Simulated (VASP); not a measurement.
# Te2Mo (P6_3/mmc) in VASP: notebook, part 2 of 2

VASP 6.6.1. The steps go on from the part before.

## Step 5: Single point, PBE (strain +0.025 along x and y, -0.050 along z)

Contents of INCAR:

```
SYSTEM = Te2Mo
  ALGO = Normal
  EDIFF = 1E-6
  ENCUT = 520
  GGA = PE
  ISIF = 2
  ISMEAR = 0
  LASPH = .TRUE.
  LCHARG = .FALSE.
  LREAL = .FALSE.
  LWAVE = .FALSE.
  NBANDS = 35
  NELM = 60
  PREC = Accurate
  SIGMA = 0.05
```

Contents of KPOINTS:

```
k-points
0
G
  12 12 2
  0 0 0
```

Contents of POSCAR:

```
Te2Mo
1.0
    3.6459930939      0.0000000000      0.0000000000
   -1.8229965469      3.1575226414      0.0000000000
    0.0000000000      0.0000000000     14.4444827251
Te Mo
4 2
Direct
    0.3333333333      0.6666666667      0.6310943552
    0.6666666667      0.3333333333      0.1310943552
    0.3333333333      0.6666666667      0.8689056448
    0.6666666667      0.3333333333      0.3689056448
    0.3333333333      0.6666666667      0.2500000000
    0.6666666667      0.3333333333      0.7500000000
```

Potentials or basis: VASP PAW PBE potentials, release 64 (Te, Mo_sv).

On the command line:

```sh
cat potpaw_PBE.64/Te/POTCAR potpaw_PBE.64/Mo_sv/POTCAR > POTCAR
mpirun -np 1 vasp_std > vasp.out
```

OUTCAR:

```text
SYSTEM = Te2Mo
   EDIFF = 1E-6
   ENCUT = 520
   GGA = PE
   ISIF = 2
   ISMEAR = 0
   LASPH = .TRUE.
   LREAL = .FALSE.
   NELM = 60
   PREC = Accurate

 ion  position               nearest neighbor table
   1  0.333  0.667  0.631-   6 2.72   6 2.72   6 2.72   3 3.44
   2  0.667  0.333  0.131-   5 2.72   5 2.72   5 2.72   4 3.44
   3  0.333  0.667  0.869-   6 2.72   6 2.72   6 2.72   1 3.44
   4  0.667  0.333  0.369-   5 2.72   5 2.72   5 2.72   2 3.44
   5  0.333  0.667  0.250-   2 2.72   4 2.72   2 2.72   4 2.72   2 2.72   4 2.72
   6  0.667  0.333  0.750-   1 2.72   3 2.72   1 2.72   3 2.72   1 2.72   3 2.72

  LATTYP: Found a hexagonal cell.
 ALAT       =     3.6459930939
 C/A-ratio  =     3.9617416581

  Lattice vectors:

 A1 = (   3.6459930939,   0.0000000000,   0.0000000000)
 A2 = (  -1.8229965469,   3.1575226414,   0.0000000000)
 A3 = (   0.0000000000,   0.0000000000,  14.4444827251)

Analysis of symmetry for initial positions (statically):
=====================================================================
 Subroutine PRICEL returns:
 Original cell was already a primitive cell.

 Routine SETGRP: Setting up the symmetry group for a
 hexagonal supercell.

 Subroutine GETGRP returns: Found 24 space group operations
 (whereof 12 operations were pure point group operations)
 out of a pool of 24 trial point group operations.

The static configuration has the point symmetry D_3d.
 The point group associated with its full space group is D_6h.

Analysis of symmetry for dynamics (positions and initial velocities):
=====================================================================
 Subroutine PRICEL returns:
 Original cell was already a primitive cell.

 Routine SETGRP: Setting up the symmetry group for a
 hexagonal supercell.

 Subroutine GETGRP returns: Found 24 space group operations
 (whereof 12 operations were pure point group operations)
 out of a pool of 24 trial point group operations.

The dynamic configuration has the point symmetry D_3d.
 The point group associated with its full space group is D_6h.

 Subroutine INISYM returns: Found 24 space group operations
 (whereof 12 operations are pure point group operations),
 and found     1 'primitive' translations

----------------------------------------------------------------------------------------

                                     Primitive cell

  volume of cell :     166.2893

  direct lattice vectors                    reciprocal lattice vectors
     3.645993094  0.000000000  0.000000000     0.274273696  0.158351992  0.000000000
    -1.822996547  3.157522641  0.000000000     0.000000000  0.316703984  0.000000000
     0.000000000  0.000000000 14.444482725     0.000000000  0.000000000  0.069230586

  length of vectors
     3.645993094  3.645993094 14.444482725     0.316703984  0.316703984  0.069230586

  position of ions in fractional coordinates (direct lattice)
     0.333333333  0.666666667  0.631094355
     0.666666667  0.333333333  0.131094355
     0.333333333  0.666666667  0.868905645
     0.666666667  0.333333333  0.368905645
     0.333333333  0.666666667  0.250000000
     0.666666667  0.333333333  0.750000000

  ion indices of the primitive-cell ions
   primitive index   ion index
[... 26 lines left out ...]
     0.000000000  0.000000000  0.000000000

 Subroutine IBZKPT returns following result:
 ===========================================

 Found     38 irreducible k-points:

 Following reciprocal coordinates:
            Coordinates               Weight
  0.000000  0.000000  0.000000      1.000000
  0.083333  0.000000  0.000000      6.000000
  0.166667  0.000000  0.000000      6.000000
  0.250000  0.000000  0.000000      6.000000
  0.333333  0.000000  0.000000      6.000000
  0.416667  0.000000  0.000000      6.000000
[... 16 lines left out ...]
  0.250000  0.000000  0.500000      6.000000
  0.333333  0.000000  0.500000      6.000000
 [... further k-points ...]
   k-points           NKPTS =     38   k-points in BZ     NKDIM =     38   number of bands    NBANDS=     35
   number of dos      NEDOS =    301   number of ions     NIONS =      6
   total plane-waves  NPLWV =  84672
   dimension x,y,z NGX =    28 NGY =   28 NGZ =  108
   dimension x,y,z NGXF=    56 NGYF=   56 NGZF=  216
   ions per type =               4   2
   NGX,Y,Z   is equivalent  to a cutoff of  12.77, 12.77, 12.43 a.u.
   NGXF,Y,Z  is equivalent  to a cutoff of  25.53, 25.53, 24.86 a.u.
 SYSTEM =  Te2Mo
   PREC   = accura    normal or accurate (medium, high low for compatibility)
   ISTART =      0    job   : 0-new  1-cont  2-samecut
   ICHARG =      2    charge: 1-file 2-atom 10-const
   ISPIN  =      1    spin polarized calculation?
   LNONCOLLINEAR =      F non collinear calculations
   LSORBIT =      F    spin-orbit coupling
   LASPH  =      T    aspherical Exc in radial PAW
   ENCUT  =  520.0 eV  38.22 Ry    6.18 a.u.   6.78  6.78 26.86*2*pi/ulx,y,z
   NELM   =     60;   NELMIN=  2; NELMDL= -5     # of ELM steps
   EDIFF  = 0.1E-05   stopping-criterion for ELM
   LREAL  =      F    real-space projection
   EDIFFG = 0.1E-04   stopping-criterion for IOM
   NSW    =      0    number of steps for IOM
   IBRION =     -1    ionic relax: 0-MD 1-quasi-New 2-CG
   NFREE  =      0    steps in history (QN), initial steepest desc. (CG)
   ISIF   =      2    stress and relaxation
   ISYM   =      2    0-nonsym 1-usesym 2-fastsym
   POTIM  = 0.5000    time-step for ionic-motion
   TEBEG  =    0.0;   TEEND  =   0.0 temperature during run
   PSTRESS=    0.0 pullay stress
   NELECT =      52.0000    total number of electrons
   NUPDOWN=      -1.0000    fix difference up-down
   EMIN   =  10.00;   EMAX   =-10.00  energy-range for DOS
   EFERMI =   0.00;   METHOD = LEGACY
   ISMEAR =     0;   SIGMA  =   0.05  broadening in eV -4-tet -1-fermi 0-gaus
   EFERMI_NEDOS =   21; number of points for ismear=-14 and -15
   IALGO  =     38    algorithm
   IMIX   =      4    mixing-type and parameters
     AMIX     =   0.40;   BMIX     =  1.00
     AMIX_MAG =   1.60;   BMIX_MAG =  1.00
  volume/ion in A,a.u.               =      27.71       187.03
  Fermi-wavevector in a.u.,A,eV,Ry     =   1.111189  2.099842 16.799664  1.234740
  Thomas-Fermi vector in A             =   2.247749
   LORBIT       =      0    0 simple, 1 ext, 2 COOP (PROOUT), +10 PAW based schemes
   GGA     = PE    functional components
   LHFCALC =     F    Hartree Fock is set to
   AEXX    =    0.0000 exact exchange contribution
   IVDW    =     0    specifies the selected vdW correction
   LEPSILON=     F    determine dielectric tensor
   LRPA    =     F    only Hartree local field effects (RPA)
 non-spin polarized calculation
 Gauss-broadening in eV      SIGMA  =   0.05
  energy-cutoff  :      520.00
  volume of cell :      166.29
 maximum number of plane-waves:      4512
 NGX is ok and might be reduce to    28
   NGX = 13   NGY = 13   NGZ = 53

 number of electron      52.0000000 magnetization

 Free energy of the ion-electron system (eV)
  ---------------------------------------------------
  ext. energy  EPLUGINS =         0.00000000
  ---------------------------------------------------
  free energy    TOTEN  =       -35.88781397 eV

  energy without entropy =      -35.88781397  energy(sigma->0) =      -35.88781397

 E-fermi :   7.1928     XC(G=0):  -9.8093

 val. band max:        7.0119593441   @ k =   0.0000   0.0000   0.0000
 cond. band min:       7.3872858875   @ k =   0.3333   0.3333   0.0000
 fundamental gap:      0.3753265435
 Fermi energy:         7.1927924299

 k-point     1 :       0.0000    0.0000    0.0000
  band No.  band energies     occupation
      1     -54.0385      2.00000
      2     -54.0385      2.00000
      3     -28.1383      2.00000
      4     -28.1383      2.00000
      5     -28.1304      2.00000
      6     -28.1304      2.00000
[... 901 lines left out ...]
     34      10.2751      0.00000
     35      12.0317      0.00000

 [... further k-points ...]
[... 5 lines left out ...]
  --------------------------------------------------------------------------------------
  -------------------------------------------------------------------------------------
  Total       -1.1710631     -1.1710631      6.0183709     -0.0000000      0.0000000     -0.0000000
  in kB      -11.2830517    -11.2830517     57.9862761     -0.0000000      0.0000000     -0.0000000
  external PRESSURE =      11.8067242 kB  Pullay stress =       0.0000000 kB

 VOLUME and BASIS-vectors are now :
 -----------------------------------------------------------------------------
  energy-cutoff  :      520.00
  volume of cell :      166.29
      direct lattice vectors                 reciprocal lattice vectors
     3.645993094  0.000000000  0.000000000     0.274273696  0.158351992  0.000000000
    -1.822996547  3.157522641  0.000000000     0.000000000  0.316703984  0.000000000
     0.000000000  0.000000000 14.444482725     0.000000000  0.000000000  0.069230586

 POSITION                                       TOTAL-FORCE (eV/Angst)
 -----------------------------------------------------------------------------------
     -0.00000      2.10502      9.11583        -0.000000     -0.000000     -0.840374
      1.82300      1.05251      1.89359        -0.000000     -0.000000     -0.840374
     -0.00000      2.10502     12.55089        -0.000000     -0.000000      0.840374
      1.82300      1.05251      5.32865        -0.000000     -0.000000      0.840374
     -0.00000      2.10502      3.61112        -0.000000      0.000000      0.000000
      1.82300      1.05251     10.83336         0.000000     -0.000000      0.000000
 -----------------------------------------------------------------------------------
    total drift:                               -0.000000      0.000000     -0.000000

  FREE ENERGIE OF THE ION-ELECTRON SYSTEM (eV)
  ---------------------------------------------------
  free  energy   TOTEN  =       -35.8878139725 eV

  energy  without entropy=      -35.8878139721  energy(sigma->0) =      -35.88781397
```

Wall time 3.3 min (1 thread of Intel Xeon 6975P-C (Granite Rapids), shared host); peak memory 0.36 GiB.

Results:

| Quantity | Value |
| --- | --- |
| Free energy | -35.8878 eV |
| Pressure | 1.2 GPa |
| Largest force | 0.840 eV/Å |
| Band gap on the k mesh | 0.38 eV, indirect (least direct gap 0.78 eV) |

Forces in eV/Å, atoms in the order of the input:
```
Te   0.000  0.000 -0.840
Te   0.000  0.000 -0.840
Te   0.000  0.000  0.840
Te   0.000  0.000  0.840
Mo   0.000  0.000  0.000
Mo   0.000  0.000  0.000
```

Stress tensor (GPa, compression positive):
```
-1.13  0.00  0.00
 0.00 -1.13  0.00
 0.00  0.00  5.80
```

Caveat: the cell differs from its parent crystal (strain +0.025 along x and y, -0.050 along z); spin-orbit coupling is left out, which moves the levels of the heavy elements; this functional lacks dispersion, which binds the layers, so the pressure and a relaxed spacing across them are unreliable. A k mesh can miss the band edges.

## Step 6: Single point, PBE (strain +0.025 along x and y, +0.000 along z)

Contents of INCAR:

```
ALGO = Normal
EDIFF = 1E-6
ENCUT = 520
GGA = PE
ISIF = 2
ISMEAR = 0
LASPH = T
LCHARG = T
LELF = T
LREAL = F
LVHAR = T
LWAVE = F
NBANDS = 35
NELM = 100
PREC = Accurate
SIGMA = 0.05
```

Contents of KPOINTS:

```
k-points
0
Gamma
  12 12 2
```

POSCAR, as its differences from that of step 5:

```diff
@@ -4,3 +4,3 @@
    -1.8229965469      3.1575226414      0.0000000000
-    0.0000000000      0.0000000000     14.4444827251
+    0.0000000000      0.0000000000     15.2047186580
 Te Mo
```

Potentials or basis: VASP PAW PBE potentials, release 64 (Te, Mo_sv).

On the command line:

```sh
cat potpaw_PBE.64/Te/POTCAR potpaw_PBE.64/Mo_sv/POTCAR > POTCAR
mpirun -np 1 vasp_std > vasp.out
```

Wall time 2 min (1 thread of Intel Xeon 6975P-C (Granite Rapids), shared host); peak memory 0.41 GiB.

It converged, with:

```yaml
Free_energy: -35.9669 eV
Pressure: -3.5 GPa
Largest_force: 0.383 eV/Å
Band_gap_on_the_k_mesh: 0.86 eV, indirect (least direct gap 0.88 eV)
```

Forces on the atoms (eV/Å):
```
Te   0.000  0.000  0.383
Te   0.000  0.000  0.383
Te   0.000  0.000 -0.383
Te   0.000  0.000 -0.383
Mo   0.000  0.000  0.000
Mo   0.000  0.000  0.000
```

Stress tensor (GPa, compression positive):
```
-3.94  0.00  0.00
 0.00 -3.94  0.00
 0.00  0.00 -2.58
```

Levels at points of the mesh, in eV from the valence-band top:
| k point | band 24 | band 25 | band 26 | band 27 | band 28 | band 29 |
| --- | --- | --- | --- | --- | --- | --- |
| (0.00, 0.00, 0.00) | -0.67 | -0.59 | 0.00 | 2.69 | 2.69 | 2.73 |
| (0.50, 0.00, 0.00) | -0.70 | -0.57 | -0.48 | 1.16 | 1.19 | 1.44 |
| (0.00, 0.00, 0.50) | -0.98 | -0.12 | -0.12 | 2.71 | 2.71 | 2.71 |
| (0.50, 0.00, 0.50) | -0.71 | -0.53 | -0.53 | 1.17 | 1.17 | 1.51 |

Caveat: the cell differs from its parent crystal (strain +0.025 along x and y, +0.000 along z); spin-orbit coupling is left out, which moves the levels of the heavy elements; this functional lacks dispersion, which binds the layers, so the pressure and a relaxed spacing across them are unreliable. A k mesh can miss the band edges.

## Step 7: The runs side by side

```tsv
cell	gap on the mesh (eV)	pressure (GPa)	largest force (eV/Å)
a = 3.557, b = 3.557, c = 14.825 Å, angles 90.0, 90.0, 120.0°, 6 atoms	0.90	2.7	0.64
a = 3.468, b = 3.468, c = 15.585 Å, angles 90.0, 90.0, 120.0°, 6 atoms	0.89	1.8	0.13
a = 3.468, b = 3.468, c = 15.965 Å, angles 90.0, 90.0, 120.0°, 6 atoms	0.81	-0.6	0.68
a = 3.646, b = 3.646, c = 14.444 Å, angles 90.0, 90.0, 120.0°, 6 atoms	0.38	1.2	0.84
a = 3.646, b = 3.646, c = 15.205 Å, angles 90.0, 90.0, 120.0°, 6 atoms	0.86	-3.5	0.38
```

Alike in all rows: task single point; level PBE; potentials or basis VASP PAW PBE potentials, release 64 (Te, Mo_sv); no spin polarisation; k mesh 12 × 12 × 2; cutoff (eV) 520; smearing gaussian 0.05 eV.

Caveats: spin-orbit coupling is left out, which moves the levels of the heavy elements; this functional lacks dispersion, which binds the layers, so the pressure and a relaxed spacing across them are unreliable.

Absolute energies hang on the potentials; compare differences alone.
